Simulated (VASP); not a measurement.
Set up this calculation in VASP 6.6.1, as the native input.

```
Task                   : single point
Functional             : PBE
Potentials or basis    : VASP PAW PBE potentials, release 64 (Sr_sv, O)
Cutoff                 : 520 eV
k mesh                 : 8 × 8 × 8
Occupations            : fermi-dirac, width 0.02 eV
Spin                   : no spin polarisation
Dipole correction      : no
Further INCAR settings : ALGO = Normal; EDIFF = 1e-07; NBANDS = 15
```

The structure of SrO lies in POSCAR:

```
SrO
1.0
    3.0367740437      0.0000000000      0.0000000000
    0.0000000000      3.0367740437      0.0000000000
    0.0000000000      0.0000000000      3.0367740437
Sr O
1 1
Direct
    0.0000000000      0.0000000000      0.0000000000
    0.5000000000      0.5000000000      0.5000000000
```

This cell differs from its parent crystal: strain -2.1%.

These files were run (other wordings do the same):

INCAR

```
SYSTEM = SrO
  PREC = Accurate
  ENCUT = 520
  EDIFF = 1E-7
  ISMEAR = -1
  SIGMA = 0.02
  LREAL = .False.
  LASPH = .True.
  NELM = 60
  ALGO = Normal
  ISIF = 2
  LWAVE = .False.
  LCHARG = .False.
  GGA = PE
  NBANDS = 15
```

KPOINTS

```
regular mesh
0
Gamma
  8 8 8
  0 0 0
```

Potentials or basis: VASP PAW PBE potentials, release 64 (Sr_sv, O).

Run with:

```sh
$ cat potpaw_PBE.64/Sr_sv/POTCAR potpaw_PBE.64/O/POTCAR > POTCAR
$ mpirun -np 1 vasp_std > vasp.out
```

It gave:

```yaml
Pressure: 11.4 GPa
Band_gap_on_the_k_mesh: 2.73 eV, indirect (least direct gap 2.75 eV)
```

Caveat: the cell differs from its parent crystal (strain -2.1%).

Wall time 4.9 s on 1 thread of Intel(R) Xeon(R) 6975P-C (Granite Rapids), with other jobs on the host, peak memory 0.14 GiB.
